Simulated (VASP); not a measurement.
Here is a VASP 6.6.1 calculation.

Contents of INCAR:

```
SYSTEM = Cs2NbAuF6
ALGO = Normal
EDIFF = 1E-7
ENCUT = 520
GGA = PE
ISIF = 2
ISMEAR = 0
LASPH = .TRUE.
LCHARG = .FALSE.
LREAL = .FALSE.
LWAVE = .FALSE.
NBANDS = 53
NELM = 100
PREC = Accurate
SIGMA = 0.05
```

File KPOINTS:

```
k-points
0
G
  6 6 6
  0 0 0
```

Contents of POSCAR:

```
Cs2NbAuF6
1.0
    0.0000000000      4.8852008432      4.8852008432
    4.8852008432      0.0000000000      4.8852008432
    4.8852008432      4.8852008432      0.0000000000
Cs Nb Au F
2 1 1 6
Direct
    0.7500000000      0.7500000000      0.7500000000
    0.2500000000      0.2500000000      0.2500000000
    0.0000000000      0.0000000000      0.0000000000
    0.5000000000      0.5000000000      0.5000000000
    0.8111859429      0.1888140571      0.1888140571
    0.1888140571      0.1888140571      0.8111859429
    0.1888140571      0.8111859429      0.8111859429
    0.1888140571      0.8111859429      0.1888140571
    0.8111859429      0.1888140571      0.8111859429
    0.8111859429      0.8111859429      0.1888140571
```

Potentials or basis: VASP PAW PBE potentials, release 64 (Cs_sv, Nb_sv, Au, F).

Command:

```console
$ cat potpaw_PBE.64/Cs_sv/POTCAR potpaw_PBE.64/Nb_sv/POTCAR potpaw_PBE.64/Au/POTCAR potpaw_PBE.64/F/POTCAR > POTCAR
$ mpirun -np 1 vasp_std > vasp.out
```

(1) Predict the largest force.

(2) What does it give for the pressure?

(3) Estimate the band gap on the k mesh.

Results:

(1) 2.290 eV/Å.

(2) 8.0 GPa.

(3) 0.94 eV.

Caveat: the cell differs from its parent crystal (strained); the cell stands under pressure; spin-orbit coupling is left out, which moves the levels of the heavy elements; forces of over 1 eV/Å act on the atoms, so gaps and moduli don't describe the material at rest.
